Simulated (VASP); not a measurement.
A run of VASP 6.6.1 is set up as follows.

POSCAR

```
LiH
1.0
    2.7815484432      0.0000000000      0.0000000000
   -1.3907742216      2.4088916137      0.0000000000
    0.0000000000      0.0000000000      4.8729607008
Li H
2 2
Direct
    0.0000000000      0.0000000000      0.0000000000
    0.0000000000      0.0000000000      0.5000000000
    0.3333333333      0.6666666667      0.2500000000
    0.6666666667      0.3333333333      0.7500000000
```

INCAR.step1

```
SYSTEM = LiH
ALGO = Normal
EDIFF = 1E-5
ENCUT = 520
GGA = PE
ISIF = 2
ISMEAR = 0
LASPH = .TRUE.
LCHARG = .FALSE.
LREAL = .FALSE.
LWAVE = .TRUE.
NBANDS = 12
NELM = 100
PREC = Accurate
SIGMA = 0.01
```

File INCAR.step2:

```
SYSTEM = LiH
ALGO = Normal
EDIFF = 1E-6
ENCUT = 520
GGA = PE
HFSCREEN = 0.2079
ISIF = 2
ISMEAR = 0
ISTART = 1
LASPH = .TRUE.
LCHARG = .FALSE.
LHFCALC = .TRUE.
LREAL = .FALSE.
LWAVE = .FALSE.
NBANDS = 12
NELM = 100
PREC = Accurate
PRECFOCK = Normal
SIGMA = 0.01
```

Contents of KPOINTS:

```
k-points
0
G
  6 6 4
  0 0 0
```

Potentials or basis: VASP PAW PBE potentials, release 64 (Li_sv, H).

Command:

```bash
$ cat potpaw_PBE.64/Li_sv/POTCAR potpaw_PBE.64/H/POTCAR > POTCAR
$ cp INCAR.step1 INCAR
$ mpirun -np 1 vasp_std > vasp.out
$ cp INCAR.step2 INCAR
$ mpirun -np 1 vasp_std > vasp.out
```

Question: Predict the band gap on the k mesh.

Answer: 5.39 eV, indirect (least direct gap 6.03 eV).

Caveat: the k points lie up to 0.43 Å⁻¹ apart. A k mesh can miss the band edges.
